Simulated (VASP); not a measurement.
# Eu (Cmcm) in VASP: single point with LDA

Aim: the single point of Eu with LDA.

Program: VASP 6.6.1. These are calculated values, not measurements. Logs are shortened: lines on timing, memory, paths and dates and some standing lists are left out, and cuts for length are marked.

## 1. The cell of the first run

It takes space group Cmcm (No. 63, orthorhombic). Conventional cell: a = 3.994 Å, b = 6.959 Å, c = 6.341 Å, α = 90.00°, β = 90.00°, γ = 90.00°. Within 5.1 Å of Eu (site symmetry m2m) lie 12 Eu at 3.90 to 4.01 Å.

## 2. Single point, LDA, collinear spin, ferromagnetic start

Input file INCAR:

```
SYSTEM = Eu
PREC = Accurate ; ENCUT = 520
EDIFF = 1E-6 ; ISMEAR = -1
SIGMA = 0.025 ; LREAL = .False.
LASPH = .True. ; NELM = 150
ALGO = Normal ; ISIF = 2
LWAVE = .False. ; LCHARG = .True.
ISPIN = 2 ; MAGMOM = 7 7
LORBIT = 11 ; LMAXMIX = 6
GGA = CA ; LELF = .True.
LVHAR = .True. ; NBANDS = 28
```

Input file KPOINTS:

```
regular mesh
0
Gamma
  9 9 5
  0 0 0
```

Input file POSCAR:

```
Eu
1.0
    1.9970665100     -3.4797093800      0.0000000000
    1.9970665100      3.4797093800      0.0000000000
    0.0000000000      0.0000000000      6.3407250500
Eu
2
Direct
    0.8368671400      0.1631328600      0.7500000000
    0.1631328600      0.8368671400      0.2500000000
```

Potentials or basis: VASP PAW PBE potentials, release 64 (Eu).

Started as:

```console
$ cat potpaw_PBE.64/Eu/POTCAR > POTCAR
$ mpirun -np 1 vasp_std > vasp.out
```

OUTCAR:

```text
SYSTEM = Eu
   PREC = Accurate
   ENCUT = 520
   EDIFF = 1E-6
   ISMEAR = -1
   LREAL = .False.
   LASPH = .True.
   NELM = 150
   ISIF = 2
   ISPIN = 2
   LORBIT = 11
   GGA = CA

 ion  position               nearest neighbor table
   1  0.837  0.163  0.750-
   2  0.163  0.837  0.250-

  LATTYP: Found a base centered orthorhombic cell.
 ALAT       =     3.9941330200
 B/A-ratio  =     1.7424103617
 C/A-ratio  =     1.5875097345

  Lattice vectors:

 A1 = (   1.9970665100,  -3.4797093800,   0.0000000000)
 A2 = (   1.9970665100,   3.4797093800,   0.0000000000)
 A3 = (   0.0000000000,   0.0000000000,   6.3407250500)

Analysis of symmetry for initial positions (statically):
=====================================================================
 Subroutine PRICEL returns:
 Original cell was already a primitive cell.

 Routine SETGRP: Setting up the symmetry group for a
 base centered orthorhombic supercell.

 Subroutine GETGRP returns: Found  8 space group operations
 (whereof  4 operations were pure point group operations)
 out of a pool of  8 trial point group operations.

The static configuration has the point symmetry C_2h.
 The point group associated with its full space group is D_2h.

Analysis of symmetry for dynamics (positions and initial velocities):
=====================================================================
 Subroutine PRICEL returns:
 Original cell was already a primitive cell.

 Routine SETGRP: Setting up the symmetry group for a
 base centered orthorhombic supercell.

 Subroutine GETGRP returns: Found  8 space group operations
 (whereof  4 operations were pure point group operations)
 out of a pool of  8 trial point group operations.

The dynamic configuration has the point symmetry C_2h.
 The point group associated with its full space group is D_2h.

Analysis of structural, dynamic, and magnetic symmetry:
=====================================================================
 Subroutine PRICEL returns:
 Original cell was already a primitive cell.

 Routine SETGRP: Setting up the symmetry group for a
 base centered orthorhombic supercell.

 Subroutine GETGRP returns: Found  8 space group operations
 (whereof  4 operations were pure point group operations)
 out of a pool of  8 trial point group operations.

The overall configuration has the point symmetry C_2h.
 The point group associated with its full space group is D_2h.

 Subroutine INISYM returns: Found  8 space group operations
 (whereof  4 operations are pure point group operations),
 and found     1 'primitive' translations

----------------------------------------------------------------------------------------

                                     Primitive cell

  volume of cell :      88.1261

  direct lattice vectors                    reciprocal lattice vectors
     1.997066510 -3.479709380  0.000000000     0.250367225 -0.143690161  0.000000000
     1.997066510  3.479709380  0.000000000     0.250367225  0.143690161  0.000000000
     0.000000000  0.000000000  6.340725050     0.000000000  0.000000000  0.157710671

  length of vectors
     4.012063311  4.012063311  6.340725050     0.288670417  0.288670417  0.157710671

  position of ions in fractional coordinates (direct lattice)
     0.836867140  0.163132860  0.750000000
     0.163132860  0.836867140  0.250000000

  ion indices of the primitive-cell ions
   primitive index   ion index
                 1           1
                 2           2

----------------------------------------------------------------------------------------

 KPOINTS: regular mesh

Automatic generation of k-mesh.
 Grid dimensions read from file:
 generate k-points for:    9    9    5

 Generating k-lattice:

  Cartesian coordinates                     Fractional coordinates (reciprocal lattice)
     0.027818581 -0.015965573  0.000000000     0.111111111  0.000000000  0.000000000
     0.027818581  0.015965573  0.000000000     0.000000000  0.111111111  0.000000000
     0.000000000  0.000000000  0.031542134     0.000000000  0.000000000  0.200000000

  Length of vectors
     0.032074491  0.032074491  0.031542134

  Shift w.r.t. Gamma in fractional coordinates (k-lattice)
     0.000000000  0.000000000  0.000000000

 Subroutine IBZKPT returns following result:
 ===========================================

 Found     75 irreducible k-points:

 Following reciprocal coordinates:
            Coordinates               Weight
  0.000000  0.000000  0.000000      1.000000
  0.111111 -0.000000  0.000000      4.000000
  0.222222 -0.000000  0.000000      4.000000
  0.333333 -0.000000  0.000000      4.000000
  0.444444 -0.000000  0.000000      4.000000
  0.111111  0.111111  0.000000      2.000000
[... 16 lines left out ...]
 -0.333333  0.333333  0.000000      2.000000
  0.444444  0.444444  0.000000      2.000000
 [... further k-points ...]
   k-points           NKPTS =     75   k-points in BZ     NKDIM =     75   number of bands    NBANDS=     28
   number of dos      NEDOS =    301   number of ions     NIONS =      2
   total plane-waves  NPLWV =  43200
   dimension x,y,z NGX =    30 NGY =   30 NGZ =   48
   dimension x,y,z NGXF=    60 NGYF=   60 NGZF=   96
   ions per type =               2
   NGX,Y,Z   is equivalent  to a cutoff of  12.43, 12.43, 12.59 a.u.
   NGXF,Y,Z  is equivalent  to a cutoff of  24.86, 24.86, 25.17 a.u.
 SYSTEM =  Eu
   PREC   = accura    normal or accurate (medium, high low for compatibility)
   ISTART =      0    job   : 0-new  1-cont  2-samecut
   ICHARG =      2    charge: 1-file 2-atom 10-const
   ISPIN  =      2    spin polarized calculation?
   LNONCOLLINEAR =      F non collinear calculations
   LSORBIT =      F    spin-orbit coupling
   LASPH  =      T    aspherical Exc in radial PAW
   ENCUT  =  520.0 eV  38.22 Ry    6.18 a.u.   7.46  7.46 11.79*2*pi/ulx,y,z
   NELM   =    150;   NELMIN=  2; NELMDL= -5     # of ELM steps
   EDIFF  = 0.1E-05   stopping-criterion for ELM
   LREAL  =      F    real-space projection
   EDIFFG = 0.1E-04   stopping-criterion for IOM
   NSW    =      0    number of steps for IOM
   IBRION =     -1    ionic relax: 0-MD 1-quasi-New 2-CG
   NFREE  =      0    steps in history (QN), initial steepest desc. (CG)
   ISIF   =      2    stress and relaxation
   ISYM   =      2    0-nonsym 1-usesym 2-fastsym
   POTIM  = 0.5000    time-step for ionic-motion
   TEBEG  =    0.0;   TEEND  =   0.0 temperature during run
   PSTRESS=    0.0 pullay stress
   NELECT =      34.0000    total number of electrons
   NUPDOWN=      -1.0000    fix difference up-down
   EMIN   =  10.00;   EMAX   =-10.00  energy-range for DOS
   EFERMI =   0.00;   METHOD = LEGACY
   ISMEAR =    -1;   SIGMA  =   0.03  broadening in eV -4-tet -1-fermi 0-gaus
   EFERMI_NEDOS =   21; number of points for ismear=-14 and -15
   IALGO  =     38    algorithm
   IMIX   =      4    mixing-type and parameters
     AMIX     =   0.40;   BMIX     =  1.00
     AMIX_MAG =   1.60;   BMIX_MAG =  1.00
  volume/ion in A,a.u.               =      44.06       297.35
  Fermi-wavevector in a.u.,A,eV,Ry     =   1.191790  2.252156 19.325211  1.420363
  Thomas-Fermi vector in A             =   2.327843
   LORBIT       =     11    0 simple, 1 ext, 2 COOP (PROOUT), +10 PAW based schemes
   GGA     = CA    functional components
   LHFCALC =     F    Hartree Fock is set to
   AEXX    =    0.0000 exact exchange contribution
   IVDW    =     0    specifies the selected vdW correction
   LEPSILON=     F    determine dielectric tensor
   LRPA    =     F    only Hartree local field effects (RPA)
 spin polarized calculation
  energy-cutoff  :      520.00
  volume of cell :       88.13
 maximum number of plane-waves:      2402
 NGX is ok and might be reduce to    30
   NGX = 15   NGY = 15   NGZ = 23

 number of electron      33.9999997 magnetization      14.8607481

 Free energy of the ion-electron system (eV)
  ---------------------------------------------------
  ext. energy  EPLUGINS =         0.00000000
  ---------------------------------------------------
  free energy    TOTEN  =       -22.60642660 eV

  energy without entropy =      -22.59891379  energy(sigma->0) =      -22.60267020

 E-fermi :   1.5969     XC(G=0):  -8.9090

 val. band max:        1.5966212990   @ k =   0.4444   0.1111   0.2000
 cond. band min:       1.6000453184   @ k =   0.4444   0.1111   0.0000
 fundamental gap:      0.0034240194
 Fermi energy:         1.5968979481

 spin component 1

 k-point     1 :       0.0000    0.0000    0.0000
  band No.  band energies     occupation
      1     -39.7340      1.00000
      2     -39.7027      1.00000
      3     -18.8797      1.00000
      4     -18.5389      1.00000
      5     -18.5291      1.00000
      6     -18.4714      1.00000
[... 20 lines left out ...]
     27       3.3765      0.00000
     28       3.5465      0.00000
[... 683 lines left out ...]
 k-point    24 :       0.4444    0.4444    0.0000
  band No.  band energies     occupation
      1     -39.7062      1.00000
      2     -39.6989      1.00000
      3     -18.7952      1.00000
      4     -18.7286      1.00000
      5     -18.6836      1.00000
      6     -18.6313      1.00000
[... 20 lines left out ...]
     27       2.8256      0.00000
     28       2.9964      0.00000

 [... further k-points ...]

 spin component 2

 k-point     1 :       0.0000    0.0000    0.0000
  band No.  band energies     occupation
      1     -36.8753      1.00000
      2     -36.8357      1.00000
      3     -16.7615      1.00000
      4     -16.3429      1.00000
      5     -16.3309      1.00000
      6     -16.2612      1.00000
[... 20 lines left out ...]
     27       5.8021      0.00000
     28       5.8147      0.00000
[... 683 lines left out ...]
 k-point    24 :       0.4444    0.4444    0.0000
  band No.  band energies     occupation
      1     -36.8399      1.00000
      2     -36.8306      1.00000
      3     -16.6656      1.00000
      4     -16.5820      1.00000
      5     -16.5183      1.00000
      6     -16.4583      1.00000
[... 20 lines left out ...]
     27       5.7450      0.00000
     28       5.7746      0.00000

 [... further k-points ...]

------------------------ aborting loop because EDIFF is reached ----------------------------------------

  FORCE on cell =-STRESS in cart. coord.  units (eV):
  Direction    XX          YY          ZZ          XY          YZ          ZX
  --------------------------------------------------------------------------------------
  -------------------------------------------------------------------------------------
  Total       -1.8911611     -1.8687439     -1.6621428      0.0000000     -0.0000000      0.0000000
  in kB      -34.3822814    -33.9747257    -30.2186115      0.0000000     -0.0000000      0.0000000
  external PRESSURE =     -32.8585395 kB  Pullay stress =       0.0000000 kB

 VOLUME and BASIS-vectors are now :
 -----------------------------------------------------------------------------
  energy-cutoff  :      520.00
  volume of cell :       88.13
      direct lattice vectors                 reciprocal lattice vectors
     1.997066510 -3.479709380  0.000000000     0.250367225 -0.143690161  0.000000000
     1.997066510  3.479709380  0.000000000     0.250367225  0.143690161  0.000000000
     0.000000000  0.000000000  6.340725050     0.000000000  0.000000000  0.157710671

 POSITION                                       TOTAL-FORCE (eV/Angst)
 -----------------------------------------------------------------------------------
      1.99707     -2.34440      4.75554         0.000000      0.020347      0.000000
      1.99707      2.34440      1.58518         0.000000     -0.020347     -0.000000
 -----------------------------------------------------------------------------------
    total drift:                                0.000000     -0.000000     -0.000000

  FREE ENERGIE OF THE ION-ELECTRON SYSTEM (eV)
  ---------------------------------------------------
  free  energy   TOTEN  =       -22.6064266004 eV

  energy  without entropy=      -22.5989137929  energy(sigma->0) =      -22.60267020

 total charge

# of ion       s       p       d       f       tot
--------------------------------------------------
    1        2.079   5.653   0.293   6.646  14.671
    2        2.079   5.653   0.293   6.646  14.671
--------------------------------------------------
tot          4.159  11.306   0.586  13.291  29.342

 magnetization (x)

# of ion       s       p       d       f       tot
--------------------------------------------------
    1        0.001  -0.069   0.162   6.643   6.737
    2        0.001  -0.069   0.162   6.643   6.737
--------------------------------------------------
tot          0.003  -0.139   0.323  13.287  13.475
```

Run time: 4.8 min. Hardware: 1 thread of AMD EPYC 9R45 (Zen 5), shared host; peak memory 0.36 GiB.

What came out:

```
Free energy                                           : -22.6064 eV
Pressure                                              : -3.3 GPa
Largest force                                         : 0.020 eV/Å
Net moment                                            : 14.86 μB per cell
Site moments                                          : Eu +6.74 μB
Valence electrons inside the program's atomic spheres : Eu 14.67
```

Forces in eV/Å, atoms in the order of the input:
```
Eu   0.000  0.020  0.000
Eu   0.000 -0.020  0.000
```

Levels at points of the mesh, in eV from the Fermi level:
Spin up:
| k point | band 20 | band 21 | band 22 | band 23 | band 24 | band 25 | band 26 | band 27 | band 28 |
| --- | --- | --- | --- | --- | --- | --- | --- | --- | --- |
| (0.00, 0.00, 0.00) | -0.36 | -0.32 | -0.32 | -0.28 | -0.27 | 0.82 | 1.67 | 1.78 | 1.95 |
Spin down:
```csv
k point,band 6,band 7,band 8,band 9,band 10,band 11,band 12,band 13,band 14,band 15
"(0.00, 0.00, 0.00)",-17.86,-17.86,-17.84,-3.49,-0.88,1.56,2.56,2.66,2.78,3.12
```

Caveat: the cell stands under tension; the PAW data sets were made with another functional, which shifts forces and pressure a little; spin-orbit coupling is left out, which moves the levels of the heavy elements; semilocal functionals describe open f shells poorly, which spoils levels, moments and volumes.
